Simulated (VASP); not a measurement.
# PbS (Fm-3m) in VASP: a series of runs

Runs on PbS. Level: LDA. Tasks: electric field gradients.

All numbers are computed with VASP 6.6.1; they aren't measurements. Logs are shortened: lines on timing, memory, paths and dates and some standing lists are left out, and cuts for length are marked.

## 1. The cell of the first run

Symmetry: Fm-3m, No. 225, cubic system. Conventional cell: a = 5.910 Å, b = 5.910 Å, c = 5.910 Å, α = 90.00°, β = 90.00°, γ = 90.00°. Within 3.9 Å of Pb (site symmetry m-3m) lie 6 S at 2.96 Å. S (site symmetry m-3m) has 6 Pb at 2.96 Å within 3.9 Å.

## 2. Electric field gradients, LDA (volume scaled by 0.99)

The input, INCAR:

```
SYSTEM = PbS
PREC = Accurate ; ENCUT = 520
EDIFF = 1E-8 ; ISMEAR = -1
SIGMA = 0.01 ; LREAL = .FALSE.
LASPH = .TRUE. ; NELM = 80
ALGO = Normal ; ISIF = 2
LWAVE = .FALSE. ; LCHARG = .FALSE.
GGA = CA ; LEFG = .TRUE.
NBANDS = 17
```

The input, KPOINTS:

```
Automatic mesh
0
G
  8 8 8
  0 0 0
```

The input, POSCAR:

```
PbS
1.0
    0.0000000000      2.9550835380      2.9550835380
    2.9550835380      0.0000000000      2.9550835380
    2.9550835380      2.9550835380      0.0000000000
Pb S
1 1
Direct
    0.0000000000      0.0000000000      0.0000000000
    0.5000000000      0.5000000000      0.5000000000
```

Potentials or basis: VASP PAW LDA potentials, release 64 (Pb_d, S).

Run with:

```
$ cat potpaw_LDA.64/Pb_d/POTCAR potpaw_LDA.64/S/POTCAR > POTCAR
$ mpirun -np 1 vasp_std > vasp.out
```

OUTCAR:

```text
SYSTEM = PbS
   PREC = Accurate
   ENCUT = 520
   EDIFF = 1E-8
   ISMEAR = -1
   LREAL = .FALSE.
   LASPH = .TRUE.
   NELM = 80
   ISIF = 2
   GGA = CA

 ion  position               nearest neighbor table
   1  0.000  0.000  0.000-   2 2.96   2 2.96   2 2.96   2 2.96   2 2.96   2 2.96
   2  0.500  0.500  0.500-   1 2.96   1 2.96   1 2.96   1 2.96   1 2.96   1 2.96

  LATTYP: Found a face centered cubic cell.
 ALAT       =     5.9101670760

  Lattice vectors:

 A1 = (   0.0000000000,   2.9550835380,   2.9550835380)
 A2 = (   2.9550835380,   0.0000000000,   2.9550835380)
 A3 = (   2.9550835380,   2.9550835380,   0.0000000000)

Analysis of symmetry for initial positions (statically):
=====================================================================
 Subroutine PRICEL returns:
 Original cell was already a primitive cell.

 Routine SETGRP: Setting up the symmetry group for a
 face centered cubic supercell.

 Subroutine GETGRP returns: Found 48 space group operations
 (whereof 48 operations were pure point group operations)
 out of a pool of 48 trial point group operations.

The static configuration has the point symmetry O_h .

Analysis of symmetry for dynamics (positions and initial velocities):
=====================================================================
 Subroutine PRICEL returns:
 Original cell was already a primitive cell.

 Routine SETGRP: Setting up the symmetry group for a
 face centered cubic supercell.

 Subroutine GETGRP returns: Found 48 space group operations
 (whereof 48 operations were pure point group operations)
 out of a pool of 48 trial point group operations.

The dynamic configuration has the point symmetry O_h .

 Subroutine INISYM returns: Found 48 space group operations
 (whereof 48 operations are pure point group operations),
 and found     1 'primitive' translations

----------------------------------------------------------------------------------------

                                     Primitive cell

  volume of cell :      51.6106

  direct lattice vectors                    reciprocal lattice vectors
     0.000000000  2.955083538  2.955083538    -0.169199954  0.169199954  0.169199954
     2.955083538  0.000000000  2.955083538     0.169199954 -0.169199954  0.169199954
     2.955083538  2.955083538  0.000000000     0.169199954  0.169199954 -0.169199954

  length of vectors
     4.179119217  4.179119217  4.179119217     0.293062918  0.293062918  0.293062918

  position of ions in fractional coordinates (direct lattice)
     0.000000000  0.000000000  0.000000000
     0.500000000  0.500000000  0.500000000

  ion indices of the primitive-cell ions
   primitive index   ion index
                 1           1
                 2           2

----------------------------------------------------------------------------------------

 KPOINTS: Automatic mesh

Automatic generation of k-mesh.
 Grid dimensions read from file:
 generate k-points for:    8    8    8

 Generating k-lattice:

  Cartesian coordinates                     Fractional coordinates (reciprocal lattice)
    -0.021149994  0.021149994  0.021149994     0.125000000  0.000000000  0.000000000
     0.021149994 -0.021149994  0.021149994     0.000000000  0.125000000  0.000000000
     0.021149994  0.021149994 -0.021149994     0.000000000  0.000000000  0.125000000

  Length of vectors
     0.036632865  0.036632865  0.036632865

  Shift w.r.t. Gamma in fractional coordinates (k-lattice)
     0.000000000  0.000000000  0.000000000

 Subroutine IBZKPT returns following result:
 ===========================================

 Found     29 irreducible k-points:

 Following reciprocal coordinates:
            Coordinates               Weight
  0.000000  0.000000  0.000000      1.000000
  0.125000  0.000000  0.000000      8.000000
  0.250000  0.000000  0.000000      8.000000
  0.375000  0.000000  0.000000      8.000000
  0.500000  0.000000  0.000000      4.000000
  0.125000  0.125000  0.000000      6.000000
[... 16 lines left out ...]
  0.500000  0.250000  0.125000     48.000000
 -0.375000  0.250000  0.125000     24.000000
 [... further k-points ...]
   k-points           NKPTS =     29   k-points in BZ     NKDIM =     29   number of bands    NBANDS=     17
   number of dos      NEDOS =    301   number of ions     NIONS =      2
   total plane-waves  NPLWV =  32768
   dimension x,y,z NGX =    32 NGY =   32 NGZ =   32
   dimension x,y,z NGXF=    64 NGYF=   64 NGZF=   64
   ions per type =               1   1
   NGX,Y,Z   is equivalent  to a cutoff of  12.73, 12.73, 12.73 a.u.
   NGXF,Y,Z  is equivalent  to a cutoff of  25.46, 25.46, 25.46 a.u.
 SYSTEM =  PbS
   PREC   = accura    normal or accurate (medium, high low for compatibility)
   ISTART =      0    job   : 0-new  1-cont  2-samecut
   ICHARG =      2    charge: 1-file 2-atom 10-const
   ISPIN  =      1    spin polarized calculation?
   LNONCOLLINEAR =      F non collinear calculations
   LSORBIT =      F    spin-orbit coupling
   LASPH  =      T    aspherical Exc in radial PAW
   ENCUT  =  520.0 eV  38.22 Ry    6.18 a.u.   7.77  7.77  7.77*2*pi/ulx,y,z
   NELM   =     80;   NELMIN=  2; NELMDL= -5     # of ELM steps
   EDIFF  = 0.1E-07   stopping-criterion for ELM
   LREAL  =      F    real-space projection
   EDIFFG = 0.1E-06   stopping-criterion for IOM
   NSW    =      0    number of steps for IOM
   IBRION =     -1    ionic relax: 0-MD 1-quasi-New 2-CG
   NFREE  =      0    steps in history (QN), initial steepest desc. (CG)
   ISIF   =      2    stress and relaxation
   ISYM   =      2    0-nonsym 1-usesym 2-fastsym
   POTIM  = 0.5000    time-step for ionic-motion
   TEBEG  =    0.0;   TEEND  =   0.0 temperature during run
   PSTRESS=    0.0 pullay stress
   NELECT =      20.0000    total number of electrons
   NUPDOWN=      -1.0000    fix difference up-down
   EMIN   =  10.00;   EMAX   =-10.00  energy-range for DOS
   EFERMI =   0.00;   METHOD = LEGACY
   ISMEAR =    -1;   SIGMA  =   0.01  broadening in eV -4-tet -1-fermi 0-gaus
   EFERMI_NEDOS =   21; number of points for ismear=-14 and -15
   IALGO  =     38    algorithm
   IMIX   =      4    mixing-type and parameters
     AMIX     =   0.40;   BMIX     =  1.00
     AMIX_MAG =   1.60;   BMIX_MAG =  1.00
  volume/ion in A,a.u.               =      25.81       174.14
  Fermi-wavevector in a.u.,A,eV,Ry     =   1.193544  2.255471 19.382140  1.424547
  Thomas-Fermi vector in A             =   2.329556
   LORBIT       =      0    0 simple, 1 ext, 2 COOP (PROOUT), +10 PAW based schemes
   GGA     = CA    functional components
   LHFCALC =     F    Hartree Fock is set to
   AEXX    =    0.0000 exact exchange contribution
   IVDW    =     0    specifies the selected vdW correction
   LEPSILON=     F    determine dielectric tensor
   LRPA    =     F    only Hartree local field effects (RPA)
 non-spin polarized calculation
  energy-cutoff  :      520.00
  volume of cell :       51.61
 maximum number of plane-waves:      1411
   NGX = 15   NGY = 15   NGZ = 15

 number of electron      19.9999997 magnetization

 Free energy of the ion-electron system (eV)
  ---------------------------------------------------
  ext. energy  EPLUGINS =         0.00000000
  ---------------------------------------------------
  free energy    TOTEN  =        -9.98973197 eV

  energy without entropy =       -9.98973128  energy(sigma->0) =       -9.98973163

 E-fermi :   5.8376     XC(G=0): -10.0784

 val. band max:        5.7541330886   @ k =   0.5000   0.0000   0.0000
 cond. band min:       5.9211134277   @ k =   0.5000   0.0000   0.0000
 fundamental gap:      0.1669803391
 Fermi energy:         5.8376231940

 k-point     1 :       0.0000    0.0000    0.0000
  band No.  band energies     occupation
      1     -11.0540      2.00000
      2     -11.0540      2.00000
      3     -11.0540      2.00000
      4     -11.0453      2.00000
      5     -11.0453      2.00000
      6      -7.9290      2.00000
[... 9 lines left out ...]
     16      12.3582      0.00000
     17      14.1441      0.00000

 k-point     2 :       0.1250    0.0000    0.0000
  band No.  band energies     occupation
      1     -11.0533      2.00000
      2     -11.0531      2.00000
      3     -11.0531      2.00000
      4     -11.0438      2.00000
      5     -11.0438      2.00000
      6      -7.7904      2.00000
[... 9 lines left out ...]
     16      12.7341      0.00000
     17      15.4060      0.00000

 k-point     3 :       0.2500    0.0000    0.0000
  band No.  band energies     occupation
      1     -11.0635      2.00000
      2     -11.0635      2.00000
      3     -11.0521      2.00000
      4     -11.0277      2.00000
      5     -11.0277      2.00000
      6      -7.4030      2.00000
[... 9 lines left out ...]
     16      13.5945      0.00000
     17      17.4905      0.00000

 k-point     4 :       0.3750    0.0000    0.0000
  band No.  band energies     occupation
      1     -11.0748      2.00000
      2     -11.0748      2.00000
      3     -11.0514      2.00000
      4     -11.0105      2.00000
      5     -11.0105      2.00000
      6      -6.8927      2.00000
[... 9 lines left out ...]
     16      14.8373      0.00000
     17      17.4377      0.00000

 k-point     5 :       0.5000    0.0000    0.0000
  band No.  band energies     occupation
      1     -11.0795      2.00000
      2     -11.0795      2.00000
      3     -11.0513      2.00000
      4     -11.0033      2.00000
      5     -11.0033      2.00000
      6      -6.6113      2.00000
[... 9 lines left out ...]
     16      15.8087      0.00000
     17      16.2023      0.00000

 k-point     6 :       0.1250    0.1250    0.0000
  band No.  band energies     occupation
      1     -11.0586      2.00000
      2     -11.0581      2.00000
      3     -11.0448      2.00000
      4     -11.0448      2.00000
      5     -11.0412      2.00000
      6      -7.7417      2.00000
[... 9 lines left out ...]
     16      13.5219      0.00000
     17      15.0103      0.00000
[... 281 lines left out ...]
 k-point    21 :       0.5000    0.5000    0.0000
  band No.  band energies     occupation
      1     -11.2102      2.00000
      2     -11.0818      2.00000
      3     -11.0176      2.00000
      4     -10.9883      2.00000
      5     -10.9883      2.00000
      6      -6.1566      2.00000
[... 9 lines left out ...]
     16      18.0142      0.00000
     17      18.0166      0.00000

 k-point    22 :       0.3750    0.2500    0.1250
  band No.  band energies     occupation
      1     -11.0970      2.00000
      2     -11.0582      2.00000
      3     -11.0498      2.00000
      4     -11.0228      2.00000
      5     -11.0155      2.00000
      6      -7.0649      2.00000
[... 9 lines left out ...]
     16      15.5265      0.00000
     17      15.9009      0.00000

 k-point    23 :       0.5000    0.2500    0.1250
  band No.  band energies     occupation
      1     -11.1132      2.00000
      2     -11.0578      2.00000
      3     -11.0481      2.00000
      4     -11.0182      2.00000
      5     -11.0064      2.00000
      6      -6.6071      2.00000
[... 9 lines left out ...]
     16      15.9383      0.00000
     17      16.9596      0.00000

 k-point    24 :      -0.3750    0.2500    0.1250
  band No.  band energies     occupation
      1     -11.1191      2.00000
      2     -11.0617      2.00000
      3     -11.0386      2.00000
      4     -11.0233      2.00000
      5     -11.0010      2.00000
      6      -6.3710      2.00000
[... 9 lines left out ...]
     16      16.6051      0.00000
     17      16.8088      0.00000

 [... further k-points ...]

------------------------ aborting loop because EDIFF is reached ----------------------------------------

  FORCE on cell =-STRESS in cart. coord.  units (eV):
  Direction    XX          YY          ZZ          XY          YZ          ZX
  --------------------------------------------------------------------------------------
  -------------------------------------------------------------------------------------
  Total       -0.6243659     -0.6243659     -0.6243659      0.0000000      0.0000000      0.0000000
  in kB      -19.3825293    -19.3825293    -19.3825293      0.0000000      0.0000000      0.0000000
  external PRESSURE =     -19.3825293 kB  Pullay stress =       0.0000000 kB

 VOLUME and BASIS-vectors are now :
 -----------------------------------------------------------------------------
  energy-cutoff  :      520.00
  volume of cell :       51.61
      direct lattice vectors                 reciprocal lattice vectors
     0.000000000  2.955083538  2.955083538    -0.169199954  0.169199954  0.169199954
     2.955083538  0.000000000  2.955083538     0.169199954 -0.169199954  0.169199954
     2.955083538  2.955083538  0.000000000     0.169199954  0.169199954 -0.169199954

 POSITION                                       TOTAL-FORCE (eV/Angst)
 -----------------------------------------------------------------------------------
      0.00000      0.00000      0.00000        -0.000000      0.000000      0.000000
      2.95508      2.95508      2.95508         0.000000     -0.000000     -0.000000
 -----------------------------------------------------------------------------------
    total drift:                                0.000000     -0.000000     -0.000000

  FREE ENERGIE OF THE ION-ELECTRON SYSTEM (eV)
  ---------------------------------------------------
  free  energy   TOTEN  =        -9.9897319732 eV

  energy  without entropy=       -9.9897312821  energy(sigma->0) =       -9.98973163

 Electric field gradients (V/A^2)
---------------------------------------------------------------------
 ion       V_xx      V_yy      V_zz      V_xy      V_xz      V_yz
---------------------------------------------------------------------
   1       0.000     0.000    -0.000    -0.001    -0.001    -0.001
   2      -0.000    -0.000    -0.000    -0.000    -0.000    -0.000
---------------------------------------------------------------------

 Electric field gradients after diagonalization (V/A^2)
 (convention: |V_zz| > |V_xx| > |V_yy|)
----------------------------------------------------------------------
 ion       V_xx      V_yy      V_zz     asymmetry (V_yy - V_xx)/ V_zz
----------------------------------------------------------------------
   1       0.001     0.001    -0.002       0.000
   2       0.000     0.000    -0.001       0.000
----------------------------------------------------------------------

           NMR quadrupolar parameters

 Cq : quadrupolar parameter    Cq=e*Q*V_zz/h
 eta: asymmetry parameters     (V_yy - V_xx)/ V_zz
 Q  : nuclear electric quadrupole moment in mb (millibarn)
----------------------------------------------------------------------
 ion       Cq(MHz)       eta       Q (mb)
----------------------------------------------------------------------
   1      -0.000       0.000       1.000
   2      -0.000       0.000       1.000
----------------------------------------------------------------------
```

Run time: 25 s. Hardware: 1 thread of Intel Xeon 8259CL, shared host; peak memory 0.17 GiB.

What came out:

```yaml
Free_energy: -9.9897 eV
Pressure: -1.9 GPa
Band_gap_on_the_k_mesh: 0.17 eV, direct
```

Levels at points of the mesh, in eV from the valence-band top:
```tsv
k point	band 8	band 9	band 10	band 11	band 12	band 13
(0.00, 0.00, 0.00)	-2.23	-2.23	-2.23	5.09	5.09	5.09
(0.50, 0.00, 0.00)	-1.82	-1.82	0.00	0.17	1.80	1.80
(0.50, 0.50, 0.00)	-5.36	-3.55	-3.55	3.67	5.49	5.59
```

Caveat: without QUAD_EFG the Cq values of the log hold for a quadrupole moment of 1 mb, not for the nuclei; spin-orbit coupling is left out, which moves the levels of the heavy elements.

[end of part 1 of 2]
